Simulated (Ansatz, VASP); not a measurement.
## Al: VASP beside Ansatz

File INCAR:

```
SYSTEM = Al
PREC = Accurate ; ENCUT = 520
EDIFF = 1E-6 ; ISMEAR = -1
SIGMA = 0.1 ; LREAL = .FALSE.
LASPH = .TRUE. ; NELM = 80
ALGO = Normal ; ISIF = 2
LWAVE = .FALSE. ; LCHARG = .FALSE.
GGA = PS ; NBANDS = 8
```

The input KPOINTS:

```
regular mesh
0
G
  13 13 13
  0 0 0
```

Contents of POSCAR:

```
Al
1.0
    2.6644540696      0.0000000000      0.0000000000
    0.0000000000      2.6644540696      0.0000000000
    0.0000000000      0.0000000000      2.6644540696
Al
1
Direct
    0.0000000000      0.0000000000      0.0000000000
```

Input for Ansatz:

```yaml
crystal:
  lattice:
    - [2.6644540696, 0.0, 0.0]
    - [0.0, 2.6644540696, 0.0]
    - [0.0, 0.0, 2.6644540696]
  atoms:
    - { symbol: Al, position: [0.0, 0.0, 0.0] }
hamiltonian:
  xc: pbesol
  pseudopotentials:
    kind: paw
    azcp:
      Al: "pseudopotentials/Al.paw.azcp"
basis:
  ecutwfc: 420
  fft_grid_basis: typed
kpoints:
  mp_grid: { grid: [13, 13, 13], shift: [0, 0, 0] }
magnetization:
  spin_polarized: false
scf:
  occupations: { method: fermi_dirac, width: 0.1 }
  lower_state_search: "off"
output:
  stress: true
```

Alike in both runs: task single point; functional PBEsol; k mesh 13 × 13 × 13; occupations fermi-dirac, width 0.1 eV; no spin polarisation.

|  | VASP | Ansatz |
| --- | --- | --- |
| version | VASP 6.6.1 | Ansatz 0.2.0 |
| potentials or method | VASP PAW PBE potentials, release 64 (Al), cutoff 520 eV | plane waves (420 eV) with PAW, scalar-relativistic |
| valence electrons in the cell | 3 | 3 |

|  | VASP | Ansatz | Ansatz less VASP |
| --- | --- | --- | --- |
| pressure (GPa) | 2.8 | 2.7 | -0.09 |

VASP's potentials were made for PBE, not for PBEsol, and Ansatz warns of the same on its side. The functional is the same, so the differences come from potentials, cutoffs and numerics.
